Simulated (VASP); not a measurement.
A run of VASP 6.6.1 is set up as follows.

Contents of INCAR:

```
SYSTEM = TiO2
  PREC = Accurate
  ENCUT = 520
  EDIFF = 1E-8
  ISMEAR = -1
  SIGMA = 0.05
  LREAL = .FALSE.
  LASPH = .TRUE.
  NELM = 60
  ALGO = Normal
  ISIF = 2
  LWAVE = .FALSE.
  LCHARG = .FALSE.
  GGA = CA
  LEFG = .TRUE.
  NBANDS = 33
```

Contents of KPOINTS:

```
Automatic mesh
0
G
  7 7 10
  0 0 0
```

POSCAR

```
TiO2
1.0
    4.5940000000     -0.0459400000     -0.0459400000
   -0.0459400000      4.5940000000     -0.0459400000
   -0.0295900000     -0.0295900000      2.9590000000
Ti O
2 4
Direct
    0.0000000000      0.0000000000      0.0000000000
    0.5000000000      0.5000000000      0.5000000000
    0.3060000000      0.3060000000      0.0000000000
    0.1940000000      0.8060000000      0.5000000000
    0.6940000000      0.6940000000      0.0000000000
    0.8060000000      0.1940000000      0.5000000000
```

Potentials or basis: VASP PAW LDA potentials, release 64 (Ti_sv, O).

The run is started by

```sh
$ cat potpaw_LDA.64/Ti_sv/POTCAR potpaw_LDA.64/O/POTCAR > POTCAR
$ mpirun -np 1 vasp_std > vasp.out
```

(1) Estimate the pressure.

(2) Predict the band gap on the k mesh.

## Answers

(1) -6.4 GPa.

(2) 1.83 eV.

Caveat: the cell differs from its parent crystal (equal xy, yz and zx shear strains of -2 %); the cell stands under tension; without QUAD_EFG the Cq values of the log hold for a quadrupole moment of 1 mb, not for the nuclei.
